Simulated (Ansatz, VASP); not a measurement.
## One calculation of Sn2TeS3, two programs

File INCAR:

```
ALGO = Normal
EDIFF = 1E-6
ENCUT = 520
GGA = PE
ISIF = 2
ISMEAR = 0
LASPH = T
LCHARG = F
LREAL = F
LWAVE = F
NBANDS = 35
NELM = 100
PREC = Accurate
SIGMA = 0.1
```

File KPOINTS:

```
k-points
0
Gamma
  4 4 2
```

The input POSCAR:

```
Sn2TeS3
1.0
    3.9467680000      0.0000000000      0.0000000000
    0.0000000000      3.9467680000      0.0000000000
    0.0000000000      0.0000000000     12.4974949300
Sn Te S
2 1 3
Direct
    0.0000000000      0.0000000000      0.3334420000
    0.0000000000      0.0000000000      0.6665580000
    0.0000000000      0.0000000000      0.0000000000
    0.5000000000      0.5000000000      0.1787200000
    0.5000000000      0.5000000000      0.5000000000
    0.5000000000      0.5000000000      0.8212800000
```

Input for Ansatz:

```yaml
crystal:
  lattice:
    - [3.946768, 0.0, 0.0]
    - [0.0, 3.946768, 0.0]
    - [0.0, 0.0, 12.49749493]
  atoms:
    - { symbol: Sn, position: [0.0, 0.0, 0.333442] }
    - { symbol: Sn, position: [0.0, 0.0, 0.666558] }
    - { symbol: Te, position: [0.0, 0.0, 0.0] }
    - { symbol: S, position: [0.5, 0.5, 0.17872] }
    - { symbol: S, position: [0.5, 0.5, 0.5] }
    - { symbol: S, position: [0.5, 0.5, 0.82128] }
basis:
  ecutwfc: 420
kpoints:
  mp_grid: { grid: [4, 4, 2] }
hamiltonian:
  xc: pbe
scf:
  occupations: { method: gaussian, width: 0.1 }
  lower_state_search: "off"
output:
  forces: true
  stress: true
  eigenvalues: true
```

Change from the starting cell: species swapped into the Pr3MgAl2 type (P4/mmm, No. 123).

Alike in both runs: task single point; functional PBE; k mesh 4 × 4 × 2; occupations gaussian, width 0.1 eV; no spin polarisation.

|  | VASP | Ansatz |
| --- | --- | --- |
| version | VASP 6.6.1 | Ansatz 0.2.0 |
| potentials or method | VASP PAW PBE potentials, release 64 (Sn_d, Te, S), cutoff 520 eV | scalar-relativistic, plane waves, PAW |
| valence electrons in the cell | 52 | 62 |

```tsv
	VASP	Ansatz	Ansatz less VASP
gap on the k mesh at the Fermi level (eV)	none	none	-
pressure (GPa)	-10.0	-10.0	+0.04
traceless stress, the component that is largest in VASP (GPa)	-1.82	-1.82	-0.006
rms of the force components (eV/Å)	0.124	0.124	-0.0003
```

Atom by atom the forces differ by 0.000 eV/Å (rms over components). A gap of «none» marks a metal or a gap that the smearing closes. The functional is the same, so the differences come from potentials, cutoffs and numerics. VASP's potentials hold 52 valence electrons a cell and Ansatz's 62, so a difference there can come from the potentials and not from the codes.

The k mesh is coarse, so the values compare programs but aren't converged. Neither program's run includes spin-orbit coupling.
